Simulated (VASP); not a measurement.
# Ti (P6_3/mmc) in VASP: single point with r2SCAN

Aim: the single point of Ti with r2SCAN.

Everything below comes from runs of VASP 6.6.1. Logs are shortened: lines on timing, memory, paths and dates and some standing lists are left out, and cuts for length are marked.

## (1) The cell of the first run

It takes space group P6_3/mmc (No. 194, hexagonal). The conventional cell has a = 2.933 Å, b = 2.933 Å, c = 4.646 Å, α = 90.00°, β = 90.00°, γ = 120.00°. Ti (site symmetry -6m2) has 12 Ti at 2.87 to 2.93 Å within 3.8 Å.

## (2) Single point, r2SCAN

POSCAR

```
Ti
1.0
    2.9329846663      0.0000000000      0.0000000000
   -1.4664923331      2.5400392299      0.0000000000
    0.0000000000      0.0000000000      4.6459457276
Ti
2
Direct
    0.3333333333      0.6666666667      0.2500000000
    0.6666666667      0.3333333333      0.7500000000
```

INCAR.step1

```
PREC = Accurate
ENCUT = 520
ISMEAR = 1
SIGMA = 0.05
LREAL = F
LASPH = T
NELM = 60
NBANDS = 19
GGA = PE
ALGO = Normal
EDIFF = 1E-4
LWAVE = T
LCHARG = F
```

INCAR.step2

```
PREC = Accurate
ENCUT = 520
EDIFF = 1E-6
ISMEAR = 1
SIGMA = 0.05
LREAL = F
LASPH = T
NELM = 60
ALGO = Normal
ISIF = 2
LWAVE = F
LCHARG = F
METAGGA = R2SCAN
LMIXTAU = T
NBANDS = 19
ISTART = 1
```

KPOINTS

```
regular mesh
0
Gamma
  16 16 9
```

Potentials or basis: VASP PAW PBE potentials, release 64 (Ti_sv).

Command:

```sh
$ cat potpaw_PBE.64/Ti_sv/POTCAR > POTCAR
$ cp INCAR.step1 INCAR
$ mpirun -np 1 vasp_std > vasp.out
$ cp INCAR.step2 INCAR
$ mpirun -np 1 vasp_std > vasp.out
```

OUTCAR:

```text
PREC = Accurate
   ENCUT = 520
   EDIFF = 1E-6
   ISMEAR = 1
   LREAL = F
   LASPH = T
   NELM = 60
   ISIF = 2
   METAGGA = R2SCAN
   ISTART = 1

 ion  position               nearest neighbor table
   1  0.333  0.667  0.250-   2 2.87   2 2.87   2 2.87   2 2.87   2 2.87   2 2.87
   2  0.667  0.333  0.750-   1 2.87   1 2.87   1 2.87   1 2.87   1 2.87   1 2.87

  LATTYP: Found a hexagonal cell.
 ALAT       =     2.9329846663
 C/A-ratio  =     1.5840334186

  Lattice vectors:

 A1 = (   2.9329846663,   0.0000000000,   0.0000000000)
 A2 = (  -1.4664923331,   2.5400392299,   0.0000000000)
 A3 = (   0.0000000000,   0.0000000000,   4.6459457276)

Analysis of symmetry for initial positions (statically):
=====================================================================
 Subroutine PRICEL returns:
 Original cell was already a primitive cell.

 Routine SETGRP: Setting up the symmetry group for a
 hexagonal supercell.

 Subroutine GETGRP returns: Found 24 space group operations
 (whereof 12 operations were pure point group operations)
 out of a pool of 24 trial point group operations.

The static configuration has the point symmetry D_3d.
 The point group associated with its full space group is D_6h.

Analysis of symmetry for dynamics (positions and initial velocities):
=====================================================================
 Subroutine PRICEL returns:
 Original cell was already a primitive cell.

 Routine SETGRP: Setting up the symmetry group for a
 hexagonal supercell.

 Subroutine GETGRP returns: Found 24 space group operations
 (whereof 12 operations were pure point group operations)
 out of a pool of 24 trial point group operations.

The dynamic configuration has the point symmetry D_3d.
 The point group associated with its full space group is D_6h.

 Subroutine INISYM returns: Found 24 space group operations
 (whereof 12 operations are pure point group operations),
 and found     1 'primitive' translations

----------------------------------------------------------------------------------------

                                     Primitive cell

  volume of cell :      34.6118

  direct lattice vectors                    reciprocal lattice vectors
     2.932984666  0.000000000  0.000000000     0.340949617  0.196847353  0.000000000
    -1.466492333  2.540039230  0.000000000     0.000000000  0.393694707  0.000000000
     0.000000000  0.000000000  4.645945728     0.000000000  0.000000000  0.215241430

  length of vectors
     2.932984666  2.932984666  4.645945728     0.393694707  0.393694707  0.215241430

  position of ions in fractional coordinates (direct lattice)
     0.333333333  0.666666667  0.250000000
     0.666666667  0.333333333  0.750000000

  ion indices of the primitive-cell ions
   primitive index   ion index
                 1           1
                 2           2

----------------------------------------------------------------------------------------

 KPOINTS: regular mesh

Automatic generation of k-mesh.
 Grid dimensions read from file:
 generate k-points for:   16   16    9

 Generating k-lattice:

  Cartesian coordinates                     Fractional coordinates (reciprocal lattice)
     0.021309351  0.012302960  0.000000000     0.062500000  0.000000000  0.000000000
     0.000000000  0.024605919  0.000000000     0.000000000  0.062500000  0.000000000
     0.000000000  0.000000000  0.023915714     0.000000000  0.000000000  0.111111111

  Length of vectors
     0.024605919  0.024605919  0.023915714

  Shift w.r.t. Gamma in fractional coordinates (k-lattice)
     0.000000000  0.000000000  0.000000000

 Subroutine IBZKPT returns following result:
 ===========================================

 Found    150 irreducible k-points:

 Following reciprocal coordinates:
            Coordinates               Weight
  0.000000  0.000000  0.000000      1.000000
  0.062500 -0.000000  0.000000      6.000000
  0.125000 -0.000000  0.000000      6.000000
  0.187500 -0.000000  0.000000      6.000000
  0.250000 -0.000000  0.000000      6.000000
  0.312500 -0.000000  0.000000      6.000000
[... 16 lines left out ...]
  0.187500  0.187500  0.000000      6.000000
  0.250000  0.187500  0.000000     12.000000
 [... further k-points ...]
   k-points           NKPTS =    150   k-points in BZ     NKDIM =    150   number of bands    NBANDS=     19
   number of dos      NEDOS =    301   number of ions     NIONS =      2
   total plane-waves  NPLWV =  20736
   dimension x,y,z NGX =    24 NGY =   24 NGZ =   36
   dimension x,y,z NGXF=    48 NGYF=   48 NGZF=   72
   ions per type =               2
   NGX,Y,Z   is equivalent  to a cutoff of  13.60, 13.60, 12.88 a.u.
   NGXF,Y,Z  is equivalent  to a cutoff of  27.21, 27.21, 25.76 a.u.
 SYSTEM =  unknown system
   PREC   = accura    normal or accurate (medium, high low for compatibility)
   ISTART =      1    job   : 0-new  1-cont  2-samecut
   ICHARG =      0    charge: 1-file 2-atom 10-const
   ISPIN  =      1    spin polarized calculation?
   LNONCOLLINEAR =      F non collinear calculations
   LSORBIT =      F    spin-orbit coupling
   LASPH  =      T    aspherical Exc in radial PAW
   ENCUT  =  520.0 eV  38.22 Ry    6.18 a.u.   5.45  5.45  8.64*2*pi/ulx,y,z
   NELM   =     60;   NELMIN=  2; NELMDL=  0     # of ELM steps
   EDIFF  = 0.1E-05   stopping-criterion for ELM
   LREAL  =      F    real-space projection
   EDIFFG = 0.1E-04   stopping-criterion for IOM
   NSW    =      0    number of steps for IOM
   IBRION =     -1    ionic relax: 0-MD 1-quasi-New 2-CG
   NFREE  =      0    steps in history (QN), initial steepest desc. (CG)
   ISIF   =      2    stress and relaxation
   ISYM   =      2    0-nonsym 1-usesym 2-fastsym
   POTIM  = 0.5000    time-step for ionic-motion
   TEBEG  =    0.0;   TEEND  =   0.0 temperature during run
   PSTRESS=    0.0 pullay stress
   NELECT =      24.0000    total number of electrons
   NUPDOWN=      -1.0000    fix difference up-down
   EMIN   =  10.00;   EMAX   =-10.00  energy-range for DOS
   EFERMI =   0.00;   METHOD = LEGACY
   ISMEAR =     1;   SIGMA  =   0.05  broadening in eV -4-tet -1-fermi 0-gaus
   EFERMI_NEDOS =   21; number of points for ismear=-14 and -15
   IALGO  =     38    algorithm
   IMIX   =      4    mixing-type and parameters
     AMIX     =   0.40;   BMIX     =  1.00
     AMIX_MAG =   1.60;   BMIX_MAG =  1.00
  volume/ion in A,a.u.               =      17.31       116.79
  Fermi-wavevector in a.u.,A,eV,Ry     =   1.449007  2.738226 28.567079  2.099621
  Thomas-Fermi vector in A             =   2.566783
   LORBIT       =      0    0 simple, 1 ext, 2 COOP (PROOUT), +10 PAW based schemes
   METAGGA = R2SCAN    functional components
   LHFCALC =     F    Hartree Fock is set to
   AEXX    =    0.0000 exact exchange contribution
   IVDW    =     0    specifies the selected vdW correction
   LEPSILON=     F    determine dielectric tensor
   LRPA    =     F    only Hartree local field effects (RPA)
 non-spin polarized calculation
 Methfessel and Paxton  Order N= 1 SIGMA  =   0.05
  energy-cutoff  :      520.00
  volume of cell :       34.61
 maximum number of plane-waves:       965
 NGX is ok and might be reduce to    24
   NGX = 11   NGY = 11   NGZ = 17

 number of electron      24.0000001 magnetization

 Free energy of the ion-electron system (eV)
  ---------------------------------------------------
  ext. energy  EPLUGINS =         0.00000000
  ---------------------------------------------------
  free energy    TOTEN  =       -25.90208516 eV

  energy without entropy =      -25.90224420  energy(sigma->0) =      -25.90213817

 E-fermi :   8.4582     XC(G=0): -12.4148

 val. band max:        8.4492221904   @ k =   0.1250   0.0625   0.0000
 cond. band min:       8.4704414473   @ k =   0.1250   0.0625   0.1111
 fundamental gap:      0.0212192569
 Fermi energy:         8.4581778580

 k-point     1 :       0.0000    0.0000    0.0000
  band No.  band energies     occupation
      1     -50.7963      2.00000
      2     -50.6507      2.00000
      3     -26.3611      2.00000
      4     -25.6862      2.00000
      5     -25.6862      2.00000
      6     -25.6160      2.00000
[... 11 lines left out ...]
     18      10.2710      0.00000
     19      11.8345      0.00000

 k-point     2 :       0.0625   -0.0000    0.0000
  band No.  band energies     occupation
      1     -50.7921      2.00000
      2     -50.6490      2.00000
      3     -26.3520      2.00000
      4     -25.7049      2.00000
      5     -25.6925      2.00000
      6     -25.6198      2.00000
[... 11 lines left out ...]
     18      10.2045      0.00000
     19      11.8704      0.00000

 k-point     3 :       0.1250   -0.0000    0.0000
  band No.  band energies     occupation
      1     -50.7802      2.00000
      2     -50.6445      2.00000
      3     -26.3253      2.00000
      4     -25.7583      2.00000
      5     -25.7099      2.00000
      6     -25.6568      2.00000
[... 11 lines left out ...]
     18      10.1183      0.00000
     19      11.9562      0.00000

 k-point     4 :       0.1875   -0.0000    0.0000
  band No.  band energies     occupation
      1     -50.7620      2.00000
      2     -50.6380      2.00000
      3     -26.2833      2.00000
      4     -25.8390      2.00000
      5     -25.7370      2.00000
      6     -25.7352      2.00000
[... 11 lines left out ...]
     18      10.4458      0.00000
     19      12.0540      0.00000

 k-point     5 :       0.2500   -0.0000    0.0000
  band No.  band energies     occupation
      1     -50.7397      2.00000
      2     -50.6313      2.00000
      3     -26.2295      2.00000
      4     -25.9350      2.00000
      5     -25.8287      2.00000
      6     -25.7640      2.00000
[... 11 lines left out ...]
     18      10.8581      0.00000
     19      12.1392      0.00000

 k-point     6 :       0.3125   -0.0000    0.0000
  band No.  band energies     occupation
      1     -50.7159      2.00000
      2     -50.6258      2.00000
      3     -26.1688      2.00000
      4     -26.0316      2.00000
      5     -25.9178      2.00000
      6     -25.7920      2.00000
[... 11 lines left out ...]
     18      11.3081      0.00000
     19      12.2028      0.00000

 k-point     7 :       0.3750   -0.0000    0.0000
  band No.  band energies     occupation
      1     -50.6939      2.00000
      2     -50.6230      2.00000
      3     -26.1137      2.00000
      4     -26.1080      2.00000
      5     -25.9916      2.00000
      6     -25.8153      2.00000
[... 11 lines left out ...]
     18      11.7404      0.00000
     19      12.2447      0.00000

 k-point     8 :       0.4375    0.0000    0.0000
  band No.  band energies     occupation
      1     -50.6773      2.00000
      2     -50.6229      2.00000
      3     -26.1686      2.00000
      4     -26.0579      2.00000
      5     -26.0401      2.00000
      6     -25.8307      2.00000
[... 256 lines left out ...]
 k-point    20 :       0.3125    0.1250    0.0000
  band No.  band energies     occupation
      1     -50.6872      2.00000
      2     -50.6226      2.00000
      3     -26.0980      2.00000
      4     -26.0888      2.00000
      5     -25.9970      2.00000
      6     -25.8393      2.00000
[... 11 lines left out ...]
     18      12.1489      0.00000
     19      12.3140      0.00000

 k-point    21 :       0.3750    0.1250    0.0000
  band No.  band energies     occupation
      1     -50.6711      2.00000
      2     -50.6234      2.00000
      3     -26.1480      2.00000
      4     -26.0384      2.00000
      5     -26.0267      2.00000
      6     -25.8662      2.00000
[... 11 lines left out ...]
     18      12.1616      0.00000
     19      12.8635      0.00000

 k-point    22 :       0.4375    0.1250    0.0000
  band No.  band energies     occupation
      1     -50.6646      2.00000
      2     -50.6245      2.00000
      3     -26.1655      2.00000
      4     -26.0370      2.00000
      5     -26.0164      2.00000
      6     -25.8758      2.00000
[... 11 lines left out ...]
     18      12.1655      0.00000
     19      13.2308      0.00000

 k-point    23 :       0.1875    0.1875    0.0000
  band No.  band energies     occupation
      1     -50.7102      2.00000
      2     -50.6248      2.00000
      3     -26.1540      2.00000
      4     -25.9800      2.00000
      5     -25.9743      2.00000
      6     -25.7884      2.00000
[... 11 lines left out ...]
     18      11.7617      0.00000
     19      12.0890      0.00000

 k-point    24 :       0.2500    0.1875    0.0000
  band No.  band energies     occupation
      1     -50.6895      2.00000
      2     -50.6226      2.00000
      3     -26.0957      2.00000
      4     -26.0527      2.00000
      5     -26.0029      2.00000
      6     -25.8335      2.00000
[... 11 lines left out ...]
     18      12.0855      0.00000
     19      12.3318      0.00000

 [... further k-points ...]
[... 5 lines left out ...]
  --------------------------------------------------------------------------------------
  -------------------------------------------------------------------------------------
  Total        0.0796965      0.0796965      0.0597983      0.0000000      0.0000000      0.0000000
  in kB        3.6891435      3.6891435      2.7680555      0.0000000      0.0000000      0.0000000
  external PRESSURE =       3.3821142 kB  Pullay stress =       0.0000000 kB

 VOLUME and BASIS-vectors are now :
 -----------------------------------------------------------------------------
  energy-cutoff  :      520.00
  volume of cell :       34.61
      direct lattice vectors                 reciprocal lattice vectors
     2.932984666  0.000000000  0.000000000     0.340949617  0.196847353  0.000000000
    -1.466492333  2.540039230  0.000000000     0.000000000  0.393694707  0.000000000
     0.000000000  0.000000000  4.645945728     0.000000000  0.000000000  0.215241430

 POSITION                                       TOTAL-FORCE (eV/Angst)
 -----------------------------------------------------------------------------------
     -0.00000      1.69336      1.16149        -0.000000      0.000000      0.000000
      1.46649      0.84668      3.48446         0.000000      0.000000      0.000000
 -----------------------------------------------------------------------------------
    total drift:                               -0.000000      0.000000     -0.000000

  FREE ENERGIE OF THE ION-ELECTRON SYSTEM (eV)
  ---------------------------------------------------
  free  energy   TOTEN  =       -25.9020851589 eV

  energy  without entropy=      -25.9022441981  energy(sigma->0) =      -25.90213817
```

Wall time 3.6 min (1 thread of Intel Xeon 6975P-C, shared host); peak memory 0.21 GiB.

What came out:

```
Free energy            : -25.9021 eV
Pressure               : 0.3 GPa
Band gap on the k mesh : zero (band 12 reaches 9.30 eV, above the bottom of band 13 at 7.99 eV)
```

Levels at points of the mesh, in eV from the Fermi level:
```
           k point  band 10  band 11  band 12  band 13  band 14  band 15
(0.00, 0.00, 0.00)    -2.90     0.55     0.85     0.85     0.95     1.38
(0.50, 0.00, 0.00)    -2.32    -1.97    -0.86     0.60     0.68     1.25
```

Caveat: the PAW data sets were made with another functional, which shifts forces and pressure a little.
